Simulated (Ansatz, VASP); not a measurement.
**Ga in VASP and in Ansatz**

```
Ga
1.0
     1.40568   -4.09252    0.00000
     1.40568    4.09252    0.00000
    -0.11938    0.00000    3.38453
Ga
2
Direct
  0.86900 0.13100 0.25000
  0.13100 0.86900 0.75000
```

Change from the starting cell: volume scaled by 1.05, PAW files.

Alike in both runs: task electric field gradients; functional PBE; k mesh 14 × 14 × 11; occupations fermi-dirac, width 0.03 eV; no spin polarisation.

|  | VASP | Ansatz |
| --- | --- | --- |
| version | VASP 6.6.1 | Ansatz 0.2.0 |
| potentials or method | VASP PAW PBE potentials, release 64 (Ga_d) | PAW with Ansatz's default frozen-core files, scalar-relativistic |
| plane-wave cutoff (eV) | 520 | 420 |
| valence electrons in the cell | 26 | 26 |

Ansatz gave:

```
pressure (GPa)                                                : -0.7
traceless stress, the component that is largest in VASP (GPa) : -0.16
rms of the force components (eV/Å)                            : 0.093
size of Vzz on the site where it differs most (V/Å²)          : 24.8
```

Task: What did VASP give for the same quantities?

Result: Pressure (GPa): -0.6; traceless stress, the component that is largest in VASP (GPa): -0.18; rms of the force components (eV/Å): 0.094; size of Vzz on the site where it differs most (V/Å²): 23.2.

Atom by atom the forces differ by 0.001 eV/Å (rms over components).
